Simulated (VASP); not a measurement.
A run of VASP 6.6.1 is set up as follows.

File INCAR:

```
SYSTEM = F
PREC = Accurate
ENCUT = 520
EDIFF = 1E-6
ISMEAR = 0
SIGMA = 0.01
LREAL = .FALSE.
LASPH = .TRUE.
NELM = 80
ALGO = Normal
ISIF = 2
LWAVE = .FALSE.
LCHARG = .FALSE.
GGA = PE
NBANDS = 22
```

KPOINTS

```
regular mesh
0
G
  4 4 2
  0 0 0
```

Contents of POSCAR:

```
F
1.0
    2.6871609990     -1.5515692353     -0.0117775487
    2.6871609990      1.5515692353     -0.0117775487
   -2.1586188292      0.0000000000      6.9370003491
F
4
Direct
    0.5042747577      0.5042747577      0.4047570439
    0.0825967397      0.0825967397      0.0951117768
    0.4957252423      0.4957252423      0.5952429561
    0.9174032603      0.9174032603      0.9048882232
```

Potentials or basis: VASP PAW PBE potentials, release 64 (F).

The run is started by

```sh
$ cat potpaw_PBE.64/F/POTCAR > POTCAR
$ mpirun -np 1 vasp_std > vasp.out
```

(1) What does it give for the pressure?

(2) What does it give for the largest force?

Answers

(1) 3.6 GPa.

(2) 1.036 eV/Å.

Caveat: the k points lie up to 0.59 Å⁻¹ apart; this functional lacks dispersion, which holds the molecules together, so the pressure and a relaxed volume are unreliable; forces of over 1 eV/Å act on the atoms, so gaps and moduli don't describe the material at rest.
